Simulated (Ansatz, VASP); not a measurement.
**Se in VASP and in Ansatz**

```
Se
1.0
     4.50452    0.00000    0.00000
    -2.25226    3.90103    0.00000
     0.00000    0.00000    4.99158
Se
3
Cartesian
  0.9782 0.0000 1.6639
  -0.4891 0.8471 3.3277
  1.7632 3.0539 0.0000
```

Alike in both runs: functional r2SCAN; k mesh 6 × 6 × 6; occupations gaussian, width 0.02 eV; no spin polarisation.

Ansatz relaxed the structure, and its values are those at the end. VASP's run is a single point on that final structure, the one shown.

```csv
,VASP,Ansatz
version,VASP 6.6.1,Ansatz 0.2.0
potentials or method,"VASP PAW PBE potentials, release 64 (Se), cutoff 520 eV","scalar-relativistic, plane waves, PAW"
valence electrons in the cell,18,48
```

VASP gave:

| Quantity | Value |
| --- | --- |
| gap on the k mesh at the Fermi level (eV) | 1.32 |
| least direct gap on the mesh (eV) | 1.58 |
| pressure (GPa) | 0.0 |

Question: Estimate Ansatz's values.

Answer: gap on the k mesh at the Fermi level (eV): 1.33; least direct gap on the mesh (eV): 1.59; pressure (GPa): 0.0.

VASP's potentials were made for PBE, not for r2SCAN. VASP's potentials hold 18 valence electrons a cell and Ansatz's 48, so a difference there can come from the potentials and not from the codes.
